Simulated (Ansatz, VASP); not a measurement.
## AgCl in VASP and in Ansatz

```xyz
2
Lattice="-0.0277 2.7593 2.7593 2.7593 -0.0277 2.7593 2.7593 2.7593 -0.0277" Properties=species:S:1:pos:R:3 pbc="T T T"
Ag    2.7454    2.7454    2.7454
Cl    0.0000    0.0000    0.0000
```

Change from the starting cell: equal xy, yz and zx shear strains of -1 %, crystal datasets.

Alike in both runs: task electric field gradients; functional LDA; k mesh 8 × 8 × 8; occupations fermi-dirac, width 0.02 eV; no spin polarisation.

```csv
,VASP,Ansatz
version,VASP 6.6.1,Ansatz 0.2.0
potentials or method,"VASP PAW LDA potentials, release 64 (Ag, Cl), cutoff 520 eV","all-electron PAW with datasets made for the crystal, scalar-relativistic"
```

|  | VASP | Ansatz | Ansatz less VASP |
| --- | --- | --- | --- |
| pressure (GPa) | -5.6 | -5.6 | +0.02 |
| traceless stress, the component that is largest in VASP (GPa) | 0.08 | 0.08 | 0.000 |
| size of Vzz on the site where it differs most (V/Å²) | 2.2 | 2.1 | -0.10 |

LDA's correlation is that of Perdew and Zunger in VASP and of Perdew and Wang (1992) in Ansatz. Ansatz ran all-electron here, and VASP with PAW potentials.
